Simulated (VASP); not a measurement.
Write the native input for VASP 6.6.1 that does the following.

- Task: single point
- Functional: r2SCAN
- Potentials or basis: VASP PAW PBE potentials, release 64 (Sn_d, Mg_sv)
- Cutoff: 920 eV
- k mesh: 6 × 6 × 6
- Occupations: fermi-dirac, width 0.02 eV
- Spin: no spin polarisation
- Dipole correction: no
- Further INCAR settings: ALGO = Normal; EDIFF = 1e-06; NBANDS = 24

Crystal: Mg2Sn.

```xyz
3
Lattice="0.0000 3.3799 3.3799 3.3799 0.0000 3.3799 3.3799 3.3799 0.0000" Properties=species:S:1:pos:R:3 pbc="T T T"
Sn    0.0000    0.0000    0.0000
Mg    1.6900    1.6900    1.6900
Mg    5.0699    5.0699    5.0699
```

The input as run:

POSCAR

```
Mg2Sn
1.0
    0.0000000000      3.3799352821      3.3799352821
    3.3799352821      0.0000000000      3.3799352821
    3.3799352821      3.3799352821      0.0000000000
Sn Mg
1 2
Direct
    0.0000000000      0.0000000000      0.0000000000
    0.2500000000      0.2500000000      0.2500000000
    0.7500000000      0.7500000000      0.7500000000
```

INCAR.step1

```
SYSTEM = Mg2Sn
ALGO = Normal
EDIFF = 1E-5
ENCUT = 920
GGA = PE
GGA_COMPAT = .FALSE.
ISMEAR = -1
LASPH = .TRUE.
LCHARG = .FALSE.
LREAL = .FALSE.
LWAVE = .TRUE.
NBANDS = 24
NELM = 120
PREC = Accurate
SIGMA = 0.02
```

INCAR.step2

```
SYSTEM = Mg2Sn
ALGO = Normal
EDIFF = 1E-6
ENCUT = 920
GGA_COMPAT = .FALSE.
ISIF = 2
ISMEAR = -1
ISTART = 1
LASPH = .TRUE.
LCHARG = .FALSE.
LMIXTAU = .TRUE.
LREAL = .FALSE.
LWAVE = .FALSE.
METAGGA = R2SCAN
NBANDS = 24
NELM = 120
PREC = Accurate
SIGMA = 0.02
```

KPOINTS

```
k-points
0
G
  6 6 6
  0 0 0
```

Potentials or basis: VASP PAW PBE potentials, release 64 (Sn_d, Mg_sv).

Run with:

```sh
$ cat potpaw_PBE.64/Sn_d/POTCAR potpaw_PBE.64/Mg_sv/POTCAR > POTCAR
$ cp INCAR.step1 INCAR
$ mpirun -np 1 vasp_std > vasp.out
$ cp INCAR.step2 INCAR
$ mpirun -np 1 vasp_std > vasp.out
```

It gave:

```json
{
  "Pressure": "0.1 GPa"
}
```

Caveat: the structure was generated, so it needn't be the stable form of Mg2Sn; the PAW data sets were made with another functional, which shifts forces and pressure a little.

Wall time 4.2 min on 1 thread of Intel(R) Xeon(R) Platinum 8375C CPU @ 2.90GHz (Ice Lake) (shared host), peak memory 0.39 GiB.
